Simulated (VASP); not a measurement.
Set up this calculation in VASP 6.6.1, as the native input.

- Task: single point
- Functional: LDA
- Potentials or basis: VASP PAW LDA potentials, release 64 (Ti_sv)
- Cutoff: 520 eV
- k mesh: 7 × 7 × 10
- Occupations: methfessel-paxton, width 0.1 eV
- Spin: no spin polarisation
- Dipole correction: no
- Further INCAR settings: ALGO = Normal; EDIFF = 1e-06; NBANDS = 25

The structure of Ti lies in POSCAR:

```
Ti
1.0
    4.6000000000      0.0000000000      0.0000000000
   -2.3000000000      3.9837170000      0.0000000000
    0.0000000000      0.0000000000      2.8200000000
Ti
3
Direct
    0.0000000000      0.0000000000      0.0000000000
    0.3333333333      0.6666666667      0.5000000000
    0.6666666667      0.3333333333      0.5000000000
```

One way to write it, as run:

INCAR

```
SYSTEM = Ti
PREC = Accurate
ENCUT = 520
EDIFF = 1E-6
ISMEAR = 1
SIGMA = 0.1
LREAL = .FALSE.
LASPH = .TRUE.
NELM = 60
ALGO = Normal
ISIF = 2
LWAVE = .FALSE.
LCHARG = .FALSE.
NBANDS = 25
```

KPOINTS

```
Automatic mesh
0
G
  7 7 10
  0 0 0
```

Potentials or basis: VASP PAW LDA potentials, release 64 (Ti_sv).

Run with:

```bash
$ cat potpaw_LDA.64/Ti_sv/POTCAR > POTCAR
$ mpirun -np 1 vasp_std > vasp.out
```

It gave:

The pressure is -9.2 GPa and the band gap on the k mesh is zero (band 18 reaches 8.20 eV, above the bottom of band 19 at 7.97 eV).

Wall time 50 s on 1 thread of Intel(R) Xeon(R) Platinum 8488C (Sapphire Rapids) (shared host), peak memory 0.18 GiB.
